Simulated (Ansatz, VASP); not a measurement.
## Zr: VASP beside Ansatz

```
CELL_PARAMETERS angstrom
-1.81000 1.81000 1.81000
1.81000 -1.81000 1.81000
1.81000 1.81000 -1.81000
ATOMIC_POSITIONS crystal
Zr 0.00000 0.00000 0.00000
```

Alike in both runs: task single point; functional PBE; k mesh 6 × 6 × 6; occupations fermi-dirac, width 0.02 eV; no spin polarisation.

```csv
,VASP,Ansatz
version,VASP 6.6.1,Ansatz 0.2.0
potentials or method,"VASP PAW PBE potentials, release 64 (Zr_sv), cutoff 520 eV","all-electron LAPW, scalar-relativistic"
```

Ansatz gave:

```
gap on the k mesh at the Fermi level (eV) : none
pressure (GPa)                            : -4.1
```

Which values does VASP return?

gap on the k mesh at the Fermi level (eV): none; pressure (GPa): -4.0.

A gap of «none» marks a metal or a gap that the smearing closes. Ansatz ran all-electron here, and VASP with PAW potentials.

The k mesh is coarse, so the values compare programs but aren't converged.
